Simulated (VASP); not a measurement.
Ti6O, 7 atoms in the cell. The structure is cubic, space group Fm-3m (No. 225). Conventional cell: a = 7.434 Å, b = 7.434 Å, c = 7.434 Å, α = 90.00°, β = 90.00°, γ = 90.00°. Ti (site symmetry 4mm) has 1 O at 1.46 Å within 2.0 Å. Within 2.0 Å of O (site symmetry m-3m) lie 6 Ti at 1.46 Å. 

- Program: VASP 6.6.1
- Task: single point
- Functional: PBE
- Potentials or basis: VASP PAW PBE potentials, release 64 (Ti_sv, O)
- Cutoff: 520 eV
- k mesh: 4 × 4 × 4
- Occupations: gaussian, width 0.1 eV
- Spin: collinear spin, ferromagnetic start
- Starting moments: [1.0, 1.0, 1.0, 1.0, 1.0, 1.0, 0.0] μB
- Dipole correction: no
- Further INCAR settings: ALGO = Normal; EDIFF = 1e-07; NBANDS = 52

Potentials or basis: VASP PAW PBE potentials, release 64 (Ti_sv, O).

Command:

```console
$ cat potpaw_PBE.64/Ti_sv/POTCAR potpaw_PBE.64/O/POTCAR > POTCAR
$ mpirun -np 1 vasp_std > vasp.out
```

Hardware: 1 thread of Intel(R) Xeon(R) Platinum 8175M CPU @ 2.50GHz (Skylake/Cascade Lake), with other jobs on the host.

Q: How long does it take, and how much memory?

A: It took 2.6 min on 1 thread of Intel(R) Xeon(R) Platinum 8175M CPU @ 2.50GHz (Skylake/Cascade Lake), with other jobs on the host, peak memory 0.3 GiB. Counts: scf iterations 20, k points 8.
